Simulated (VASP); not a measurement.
Input of a VASP 6.6.1 run:

Contents of INCAR:

```
PREC = Accurate ; ENCUT = 520
EDIFF = 1E-7 ; ISMEAR = 0
SIGMA = 0.15 ; LREAL = F
LASPH = T ; NELM = 100
ALGO = Normal ; ISIF = 2
LWAVE = F ; LCHARG = T
GGA = PS ; LELF = T
LVHAR = T ; NBANDS = 8
```

Contents of KPOINTS:

```
Automatic mesh
0
Gamma
  20 20 20
```

Contents of POSCAR:

```
Al
1.0
   -1.5912186900      1.5832625966      1.5832625966
    1.5912186900     -1.5991747834      1.5991747834
    1.5912186900      1.5991747834     -1.5991747834
Al
1
Direct
    0.0000000000      0.0000000000      0.0000000000
```

Potentials or basis: VASP PAW PBE potentials, release 64 (Al).

Command:

```sh
$ cat potpaw_PBE.64/Al/POTCAR > POTCAR
$ mpirun -np 1 vasp_std > vasp.out
```

**Question.** Predict the pressure.

**Answer.** 2.3 GPa.

**Question.** Predict the band gap on the k mesh.

**Answer.** Zero (an odd number of electrons rules out a gap without spin polarisation).

Stress tensor (GPa, compression positive):
```
2.25 0.00 0.00
0.00 2.29 0.42
0.00 0.42 2.29
```

Caveat: the cell differs from its parent crystal (strain -0.0100 x Voigt [0, 0, 0, 1, 0, 0]); the PAW data sets were made with another functional, which shifts forces and pressure a little.
